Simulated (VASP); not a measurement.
Set up this calculation in VASP 6.6.1, as the native input.

```
Task                   : single point
Functional             : PBE
Potentials or basis    : VASP PAW PBE potentials, release 64 (Mg, O)
Cutoff                 : 520 eV
k mesh                 : 9 × 9 × 6
Occupations            : gaussian, width 0.05 eV
Spin                   : no spin polarisation
Dipole correction      : no
Further INCAR settings : ALGO = Normal; EDIFF = 1e-06; NBANDS = 16
```

The structure of MgO lies in POSCAR:

```
MgO
1.0
    3.4096493844      0.0000000000      0.0000000000
   -1.7048246922      2.9528429849      0.0000000000
    0.0000000000      0.0000000000      4.3769669148
Mg O
2 2
Direct
    0.6666666667      0.3333333333      0.7500000000
    0.3333333333      0.6666666667      0.2500000000
    0.6666666667      0.3333333333      0.2500000000
    0.3333333333      0.6666666667      0.7500000000
```

This cell differs from its parent crystal: volume 11.017 Å^3 an atom, c/a of the conventional cell 1.2837.

The input as run:

INCAR

```
PREC = Accurate ; ENCUT = 520
EDIFF = 1E-6 ; ISMEAR = 0
SIGMA = 0.05 ; LREAL = F
LASPH = T ; NELM = 60
ALGO = Normal ; ISIF = 2
LWAVE = F ; LCHARG = F
GGA = PE ; NBANDS = 16
```

KPOINTS

```
regular mesh
0
Gamma
  9 9 6
```

Potentials or basis: VASP PAW PBE potentials, release 64 (Mg, O).

Run with:

```sh
$ cat potpaw_PBE.64/Mg/POTCAR potpaw_PBE.64/O/POTCAR > POTCAR
$ mpirun -np 1 vasp_std > vasp.out
```

It gave:

* Pressure: 4.5 GPa
* Band gap on the k mesh: 3.35 eV, direct

It used 27 s of CPU time on 1 thread of Intel Xeon 6975P-C (shared host).
